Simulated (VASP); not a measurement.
# WC (P-6m2) in VASP: single point with PBE+D3(BJ)

Aim: the single point of WC with PBE+D3(BJ).

Program: VASP 6.6.1. These are calculated values, not measurements. Logs are shortened: lines on timing, memory, paths and dates and some standing lists are left out, and cuts for length are marked.

## (1) The cell of the first run

Symmetry: P-6m2, No. 187, hexagonal system. The conventional cell has a = 2.902 Å, b = 2.902 Å, c = 2.833 Å, α = 90.00°, β = 90.00°, γ = 120.00°. W (site symmetry -6m2) has 6 C at 2.19 Å and 8 W at 2.83 to 2.90 Å within 3.0 Å. Within 3.0 Å of C (site symmetry -6m2) lie 6 W at 2.19 Å and 8 C at 2.83 to 2.90 Å.

## (2) Single point, PBE+D3(BJ)

Input file INCAR:

```
PREC = Accurate ; ENCUT = 910
EDIFF = 1E-6 ; ISMEAR = 0
SIGMA = 0.1 ; LREAL = False
LASPH = True ; NELM = 120
ALGO = Normal ; ISIF = 2
LWAVE = False ; LCHARG = True
GGA = PE ; IVDW = 12
LELF = True ; LVHAR = True
NBANDS = 16 ; GGA_COMPAT = False
```

Input file KPOINTS:

```
regular mesh
0
Gamma
  18 18 14
```

Input file POSCAR:

```
WC
1.0
    2.9020923529      0.0000000000      0.0000000000
   -1.4510461764      2.5132857018      0.0000000000
    0.0000000000      0.0000000000      2.8327426160
W C
1 1
Direct
    0.0000000000      0.0000000000      0.0000000000
    0.6666666667      0.3333333333      0.5000000000
```

Potentials or basis: VASP PAW PBE potentials, release 64 (W_sv, C_h).

Run with:

```sh
> cat potpaw_PBE.64/W_sv/POTCAR potpaw_PBE.64/C_h/POTCAR > POTCAR
> mpirun -np 1 vasp_std > vasp.out
```

OUTCAR:

```text
PREC = Accurate
   ENCUT = 910
   EDIFF = 1E-6
   ISMEAR = 0
   LREAL = False
   LASPH = True
   NELM = 120
   ISIF = 2
   GGA = PE
   IVDW = 12
 IVDW          = 12

 ion  position               nearest neighbor table
   1  0.000  0.000  0.000-   2 2.19   2 2.19   2 2.19   2 2.19   2 2.19   2 2.19
   2  0.667  0.333  0.500-   1 2.19   1 2.19   1 2.19   1 2.19   1 2.19   1 2.19

  LATTYP: Found a hexagonal cell.
 ALAT       =     2.9020923529
 C/A-ratio  =     0.9761035389

  Lattice vectors:

 A1 = (   2.9020923529,   0.0000000000,   0.0000000000)
 A2 = (  -1.4510461764,   2.5132857018,   0.0000000000)
 A3 = (   0.0000000000,   0.0000000000,   2.8327426160)

Analysis of symmetry for initial positions (statically):
=====================================================================
 Subroutine PRICEL returns:
 Original cell was already a primitive cell.

 Routine SETGRP: Setting up the symmetry group for a
 hexagonal supercell.

 Subroutine GETGRP returns: Found 12 space group operations
 (whereof 12 operations were pure point group operations)
 out of a pool of 24 trial point group operations.

The static configuration has the point symmetry D_3h.

Analysis of symmetry for dynamics (positions and initial velocities):
=====================================================================
 Subroutine PRICEL returns:
 Original cell was already a primitive cell.

 Routine SETGRP: Setting up the symmetry group for a
 hexagonal supercell.

 Subroutine GETGRP returns: Found 12 space group operations
 (whereof 12 operations were pure point group operations)
 out of a pool of 24 trial point group operations.

The dynamic configuration has the point symmetry D_3h.

 Subroutine INISYM returns: Found 12 space group operations
 (whereof 12 operations are pure point group operations),
 and found     1 'primitive' translations

----------------------------------------------------------------------------------------

                                     Primitive cell

  volume of cell :      20.6614

  direct lattice vectors                    reciprocal lattice vectors
     2.902092353  0.000000000  0.000000000     0.344578972  0.198942762  0.000000000
    -1.451046176  2.513285702  0.000000000     0.000000000  0.397885525  0.000000000
     0.000000000  0.000000000  2.832742616     0.000000000  0.000000000  0.353014776

  length of vectors
     2.902092353  2.902092353  2.832742616     0.397885525  0.397885525  0.353014776

  position of ions in fractional coordinates (direct lattice)
     0.000000000  0.000000000  0.000000000
     0.666666667  0.333333333  0.500000000

  ion indices of the primitive-cell ions
   primitive index   ion index
                 1           1
                 2           2

----------------------------------------------------------------------------------------

 KPOINTS: regular mesh

Automatic generation of k-mesh.
 Grid dimensions read from file:
 generate k-points for:   18   18   14

 Generating k-lattice:

  Cartesian coordinates                     Fractional coordinates (reciprocal lattice)
     0.019143276  0.011052376  0.000000000     0.055555556  0.000000000  0.000000000
     0.000000000  0.022104751  0.000000000     0.000000000  0.055555556  0.000000000
     0.000000000  0.000000000  0.025215341     0.000000000  0.000000000  0.071428571

  Length of vectors
     0.022104751  0.022104751  0.025215341

  Shift w.r.t. Gamma in fractional coordinates (k-lattice)
     0.000000000  0.000000000  0.000000000

 Subroutine IBZKPT returns following result:
 ===========================================

 Found    296 irreducible k-points:

 Following reciprocal coordinates:
            Coordinates               Weight
  0.000000  0.000000  0.000000      1.000000
  0.055556  0.000000  0.000000      6.000000
  0.111111  0.000000  0.000000      6.000000
  0.166667  0.000000  0.000000      6.000000
  0.222222  0.000000  0.000000      6.000000
  0.277778  0.000000  0.000000      6.000000
[... 16 lines left out ...]
  0.333333  0.111111  0.000000     12.000000
  0.388889  0.111111  0.000000     12.000000
 [... further k-points ...]
   k-points           NKPTS =    296   k-points in BZ     NKDIM =    296   number of bands    NBANDS=     16
   number of dos      NEDOS =    301   number of ions     NIONS =      2
   total plane-waves  NPLWV =  25200
   dimension x,y,z NGX =    30 NGY =   30 NGZ =   28
   dimension x,y,z NGXF=    60 NGYF=   60 NGZF=   56
   ions per type =               1   1
   NGX,Y,Z   is equivalent  to a cutoff of  17.19, 17.19, 16.43 a.u.
   NGXF,Y,Z  is equivalent  to a cutoff of  34.37, 34.37, 32.86 a.u.
 SYSTEM =  unknown system
   PREC   = accura    normal or accurate (medium, high low for compatibility)
   ISTART =      0    job   : 0-new  1-cont  2-samecut
   ICHARG =      2    charge: 1-file 2-atom 10-const
   ISPIN  =      1    spin polarized calculation?
   LNONCOLLINEAR =      F non collinear calculations
   LSORBIT =      F    spin-orbit coupling
   LASPH  =      T    aspherical Exc in radial PAW
   ENCUT  =  910.0 eV  66.88 Ry    8.18 a.u.   7.14  7.14  6.97*2*pi/ulx,y,z
   NELM   =    120;   NELMIN=  2; NELMDL= -5     # of ELM steps
   EDIFF  = 0.1E-05   stopping-criterion for ELM
   LREAL  =      F    real-space projection
   EDIFFG = 0.1E-04   stopping-criterion for IOM
   NSW    =      0    number of steps for IOM
   IBRION =     -1    ionic relax: 0-MD 1-quasi-New 2-CG
   NFREE  =      0    steps in history (QN), initial steepest desc. (CG)
   ISIF   =      2    stress and relaxation
   ISYM   =      2    0-nonsym 1-usesym 2-fastsym
   POTIM  = 0.5000    time-step for ionic-motion
   TEBEG  =    0.0;   TEEND  =   0.0 temperature during run
   PSTRESS=    0.0 pullay stress
   NELECT =      18.0000    total number of electrons
   NUPDOWN=      -1.0000    fix difference up-down
   EMIN   =  10.00;   EMAX   =-10.00  energy-range for DOS
   EFERMI =   0.00;   METHOD = LEGACY
   ISMEAR =     0;   SIGMA  =   0.10  broadening in eV -4-tet -1-fermi 0-gaus
   EFERMI_NEDOS =   21; number of points for ismear=-14 and -15
   IALGO  =     38    algorithm
   IMIX   =      4    mixing-type and parameters
     AMIX     =   0.40;   BMIX     =  1.00
     AMIX_MAG =   1.60;   BMIX_MAG =  1.00
  volume/ion in A,a.u.               =      10.33        69.72
  Fermi-wavevector in a.u.,A,eV,Ry     =   1.563552  2.954684 33.262083  2.444694
  Thomas-Fermi vector in A             =   2.666306
   LORBIT       =      0    0 simple, 1 ext, 2 COOP (PROOUT), +10 PAW based schemes
   GGA     = PE    functional components
   LHFCALC =     F    Hartree Fock is set to
   AEXX    =    0.0000 exact exchange contribution
   IVDW    =    12    specifies the selected vdW correction
   LEPSILON=     F    determine dielectric tensor
   LRPA    =     F    only Hartree local field effects (RPA)
 non-spin polarized calculation
 Gauss-broadening in eV      SIGMA  =   0.10
  energy-cutoff  :      910.00
  volume of cell :       20.66
 maximum number of plane-waves:      1312
 NGX is ok and might be reduce to    30
   NGX = 15   NGY = 15   NGZ = 13

 number of electron      18.0000001 magnetization

 Free energy of the ion-electron system (eV)
  ---------------------------------------------------
  ext. energy  EPLUGINS =         0.00000000
  ---------------------------------------------------
  free energy    TOTEN  =       -22.44510840 eV

  energy without entropy =      -22.44379599  energy(sigma->0) =      -22.44445220

 E-fermi :  11.4679     XC(G=0): -13.8592

 val. band max:       11.4311602039   @ k =   0.1111   0.0000   0.3571
 cond. band min:      11.4786943620   @ k =   0.4444   0.0000   0.5000
 fundamental gap:      0.0475341581
 Fermi energy:        11.4678503581

 k-point     1 :       0.0000    0.0000    0.0000
  band No.  band energies     occupation
      1     -62.5193      2.00000
      2     -26.4989      2.00000
      3     -26.3969      2.00000
      4     -26.3969      2.00000
      5      -3.0088      2.00000
      6       7.1378      2.00000
[... 8 lines left out ...]
     15      25.8633      0.00000
     16      28.2544      0.00000

 k-point     2 :       0.0556    0.0000    0.0000
  band No.  band energies     occupation
      1     -62.5175      2.00000
      2     -26.4955      2.00000
      3     -26.4233      2.00000
      4     -26.4029      2.00000
      5      -2.9266      2.00000
      6       7.1693      2.00000
[... 8 lines left out ...]
     15      25.6730      0.00000
     16      28.4275      0.00000

 k-point     3 :       0.1111    0.0000    0.0000
  band No.  band energies     occupation
      1     -62.5123      2.00000
      2     -26.4987      2.00000
      3     -26.4857      2.00000
      4     -26.4199      2.00000
      5      -2.6869      2.00000
      6       7.1437      2.00000
[... 8 lines left out ...]
     15      25.3569      0.00000
     16      28.9266      0.00000

 k-point     4 :       0.1667    0.0000    0.0000
  band No.  band energies     occupation
      1     -62.5044      2.00000
      2     -26.6126      2.00000
      3     -26.4707      2.00000
      4     -26.4460      2.00000
      5      -2.3084      2.00000
      6       6.7692      2.00000
[... 8 lines left out ...]
     15      25.1895      0.00000
     16      29.6964      0.00000
[... 324 lines left out ...]
 k-point    22 :       0.2778    0.1111    0.0000
  band No.  band energies     occupation
      1     -62.4721      2.00000
      2     -27.0211      2.00000
      3     -26.5924      2.00000
      4     -26.4091      2.00000
      5      -0.5083      2.00000
      6       5.1524      2.00000
[... 8 lines left out ...]
     15      26.6533      0.00000
     16      28.1103      0.00000

 k-point    23 :       0.3333    0.1111    0.0000
  band No.  band energies     occupation
      1     -62.4646      2.00000
      2     -27.1124      2.00000
      3     -26.6251      2.00000
      4     -26.3948      2.00000
      5       0.0065      2.00000
      6       4.8109      2.00000
[... 8 lines left out ...]
     15      26.1784      0.00000
     16      28.3476      0.00000

 k-point    24 :       0.3889    0.1111    0.0000
  band No.  band energies     occupation
      1     -62.4597      2.00000
      2     -27.1713      2.00000
      3     -26.6463      2.00000
      4     -26.3855      2.00000
      5       0.3819      2.00000
      6       4.5838      2.00000
[... 8 lines left out ...]
     15      25.3243      0.00000
     16      29.0455      0.00000

 [... further k-points ...]

------------------------ aborting loop because EDIFF is reached ----------------------------------------

 Edisp (eV)   -0.92783

 E8    (eV) :    -0.4254

  FORCE on cell =-STRESS in cart. coord.  units (eV):
  Direction    XX          YY          ZZ          XY          YZ          ZX
  --------------------------------------------------------------------------------------
  -------------------------------------------------------------------------------------
  Total       0.11814     0.11814     0.15417     0.00000     0.00000     0.00000
  in kB       9.16089     9.16089    11.95497     0.00000     0.00000     0.00000
  external pressure =       10.09 kB  Pullay stress =        0.00 kB

 VOLUME and BASIS-vectors are now :
 -----------------------------------------------------------------------------
  energy-cutoff  :      910.00
  volume of cell :       20.66
      direct lattice vectors                 reciprocal lattice vectors
     2.902092353  0.000000000  0.000000000     0.344578972  0.198942762  0.000000000
    -1.451046176  2.513285702  0.000000000     0.000000000  0.397885525  0.000000000
     0.000000000  0.000000000  2.832742616     0.000000000  0.000000000  0.353014776

 POSITION                                       TOTAL-FORCE (eV/Angst)
 -----------------------------------------------------------------------------------
      0.00000      0.00000      0.00000        -0.000000      0.000000      0.000000
      1.45105      0.83776      1.41637         0.000000     -0.000000      0.000000
 -----------------------------------------------------------------------------------
    total drift:                               -0.000000      0.000000      0.000000

  FREE ENERGIE OF THE ION-ELECTRON SYSTEM (eV)
  ---------------------------------------------------
  free  energy   TOTEN  =       -23.3729363750 eV

  energy  without entropy=      -23.3716239601  energy(sigma->0) =      -23.37228017
```

Wall time 2.1 min (1 thread of Intel Xeon Platinum 8488C (Sapphire Rapids), shared host); peak memory 0.36 GiB.

What came out:

```yaml
Free_energy: -23.3729 eV
Pressure: 1.0 GPa
Band_gap_on_the_k_mesh: zero (bands 9 and 10 overlap by 1.21 eV)
Dispersion_energy_per_atom: -0.464 eV
```

Levels at points of the mesh, in eV from the Fermi level:
```tsv
k point	band 7	band 8	band 9	band 10	band 11	band 12
(0.00, 0.00, 0.00)	-3.34	-3.34	0.09	3.26	3.26	5.65
(0.50, 0.00, 0.00)	-3.63	-3.58	-0.46	2.37	4.57	4.93
(0.00, 0.00, 0.50)	-2.02	-2.02	-0.58	-0.58	3.69	4.55
(0.50, 0.00, 0.50)	-4.33	-4.19	0.30	4.47	5.35	6.68
```

Caveat: the cutoff is under 1.25 times the usual one of these potentials, so pressure, stress and relaxed cells hold a basis-set (Pulay) error; spin-orbit coupling is left out, which moves the levels of the heavy elements.
